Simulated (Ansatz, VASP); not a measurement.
## One calculation of Ta4GeIr, two programs

```
CELL_PARAMETERS angstrom
4.71862 0.00000 0.00000
-2.35931 4.08644 0.00000
0.00000 0.00000 5.40143
ATOMIC_POSITIONS crystal
Ta 0.33333 0.66667 0.75195
Ta 0.33333 0.66667 0.24805
Ta 0.66667 0.33333 0.75195
Ta 0.66667 0.33333 0.24805
Ge 0.00000 0.00000 0.50000
Ir 0.00000 0.00000 0.00000
```

Change from the starting cell: species swapped into the TiCrB4 type (P6/mmm, No. 191).

Alike in both runs: functional PBE; k mesh 12 × 12 × 8; occupations gaussian, width 0.1 eV; no spin polarisation.

Ansatz relaxed the structure, and its values are those at the end. VASP's run is a single point on that final structure, the one shown.

```csv
,VASP,Ansatz
version,VASP 6.6.1,Ansatz 0.2.0
potentials or method,"VASP PAW PBE potentials, release 64 (Ta_pv, Ge_d, Ir), cutoff 520 eV","scalar-relativistic, plane waves, PAW"
valence electrons in the cell,67,83
```

|  | VASP | Ansatz | Ansatz less VASP |
| --- | --- | --- | --- |
| gap on the k mesh at the Fermi level (eV) | none | none | - |
| pressure (GPa) | 0.2 | 0.0 | -0.19 |

A gap of «none» marks a metal or a gap that the smearing closes. VASP's potentials hold 67 valence electrons a cell and Ansatz's 83, so a difference there can come from the potentials and not from the codes.

Spin-orbit coupling is off throughout.
